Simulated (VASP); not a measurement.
Input of a VASP 6.6.1 run:

Contents of INCAR:

```
ALGO = Normal
EDIFF = 1E-7
ENCUT = 520
GGA = CA
ISIF = 2
ISMEAR = -1
LASPH = T
LCHARG = T
LELF = T
LREAL = F
LVHAR = T
LWAVE = F
NBANDS = 16
NELM = 60
PREC = Accurate
SIGMA = 0.05
```

The input KPOINTS:

```
k-points
0
Gamma
  8 8 8
```

POSCAR

```
K
1.0
    0.0000000000      4.5272447297      4.5272447297
    4.5272447297      0.0000000000      4.5272447297
    4.5272447297      4.5272447297      0.0000000000
K
2
Direct
   -0.1250000000     -0.1250000000     -0.1250000000
    0.1250000000      0.1250000000      0.1250000000
```

Potentials or basis: VASP PAW LDA potentials, release 64 (K_sv).

Launch:

```sh
$ cat potpaw_LDA.64/K_sv/POTCAR > POTCAR
$ mpirun -np 1 vasp_std > vasp.out
```

Question: Estimate the pressure.

Answer: 0.0 GPa.

Question: Estimate the band gap on the k mesh.

Answer: Zero (band 9 reaches -0.39 eV, above the bottom of band 10 at -0.80 eV).
